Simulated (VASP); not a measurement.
Al, 4 atoms in the cell. Symmetry: P6_3/mmc, No. 194, hexagonal system. Conventional cell: a = 2.736 Å, b = 2.736 Å, c = 9.640 Å, α = 90.00°, β = 90.00°, γ = 120.00°. Within 3.6 Å of Al (site symmetry -3m) lie 12 Al at 2.74 to 2.88 Å. Al (site symmetry -6m2) has 12 Al at 2.74 to 2.88 Å within 3.6 Å. 

```yaml
Program: VASP 6.6.1
Task: single point
Functional: PBE
Dispersion: D3(BJ)
Potentials_or_basis: VASP PAW PBE potentials, release 64 (Al)
Cutoff: 520 eV
k_mesh: 18 × 18 × 4
Occupations: gaussian, width 0.15 eV
Spin: no spin polarisation
Dipole_correction: no
Further_INCAR_settings: ALGO = Normal; EDIFF = 1e-06; NBANDS = 14
```

Potentials or basis: VASP PAW PBE potentials, release 64 (Al).

The run is started by

```sh
$ cat potpaw_PBE.64/Al/POTCAR > POTCAR
$ mpirun -np 1 vasp_std > vasp.out
```

Hardware: 1 thread of Intel(R) Xeon(R) 6975P-C (Granite Rapids), on a shared host.

**Question.** Estimate the wall time of this run.

**Answer.** Run time: 24 s on 1 thread of Intel(R) Xeon(R) 6975P-C (Granite Rapids), with other jobs on the host, peak memory 0.22 GiB. Counts: scf iterations 10, k points 111.
